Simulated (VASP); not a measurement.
W, 1 atom in the cell. Symmetry: Immm, No. 71, orthorhombic system. The conventional cell has a = 2.817 Å, b = 2.925 Å, c = 4.060 Å, α = 90.00°, β = 90.00°, γ = 90.00°. W (site symmetry mmm) has 12 W at 2.82 to 2.92 Å within 3.7 Å.  This cell differs from its parent crystal: strain +0.0375 x Voigt [0, 0, 0, 1, 0, 0].

- Program: VASP 6.6.1
- Task: single point
- Functional: PBEsol
- Potentials or basis: VASP PAW PBE potentials, release 64 (W_sv)
- Cutoff: 520 eV
- k mesh: 20 × 20 × 20
- Occupations: gaussian, width 0.15 eV
- Spin: no spin polarisation
- Dipole correction: no
- Further INCAR settings: ALGO = Fast; EDIFF = 1e-06; NBANDS = 13

Potentials or basis: VASP PAW PBE potentials, release 64 (W_sv).

Command:

```bash
$ cat potpaw_PBE.64/W_sv/POTCAR > POTCAR
$ mpirun -np 1 vasp_std > vasp.out
```

Hardware: 1 thread of AMD EPYC 7R13 Processor (Zen 3) (shared host).

Question: How long does it take, and how much memory?

Answer: Wall time 3.6 min on 1 thread of AMD EPYC 7R13 Processor (Zen 3), on a shared host, peak memory 0.31 GiB. Counts: scf iterations 12, k points 1166.
